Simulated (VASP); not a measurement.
Wanted: the native input for a VASP 6.6.1 run.

```
Task                   : single point
Functional             : PBEsol
Potentials or basis    : VASP PAW PBE potentials, release 64 (Sc_sv, Hg)
Cutoff                 : 520 eV
k mesh                 : 7 × 7 × 7
Occupations            : methfessel-paxton, width 0.05 eV
Spin                   : no spin polarisation
Dipole correction      : no
Further INCAR settings : ALGO = Normal; EDIFF = 1e-06; NBANDS = 18
```

The structure of ScHg lies in POSCAR:

```
ScHg
1.0
    3.1886200875      0.0000000000      0.0000000000
    0.0000000000      3.1886200875      0.0000000000
    0.0000000000      0.0000000000      3.1886200875
Sc Hg
1 1
Direct
    0.0000000000      0.0000000000      0.0000000000
    0.5000000000      0.5000000000      0.5000000000
```

The input as run:

INCAR

```
PREC = Accurate
ENCUT = 520
EDIFF = 1E-6
ISMEAR = 1
SIGMA = 0.05
LREAL = F
LASPH = T
NELM = 60
ALGO = Normal
ISIF = 2
LWAVE = F
LCHARG = F
GGA = PS
NBANDS = 18
```

KPOINTS

```
regular mesh
0
Gamma
  7 7 7
```

Potentials or basis: VASP PAW PBE potentials, release 64 (Sc_sv, Hg).

The run is started by

```sh
$ cat potpaw_PBE.64/Sc_sv/POTCAR potpaw_PBE.64/Hg/POTCAR > POTCAR
$ mpirun -np 1 vasp_std > vasp.out
```

It gave:

```json
{
  "Pressure": "40.6 GPa"
}
```

Caveat: the PAW data sets were made with another functional, which shifts forces and pressure a little.

It took 6.3 s on 1 thread of AMD EPYC 9R45 (Zen 5), with other jobs on the host, peak memory 0.11 GiB.
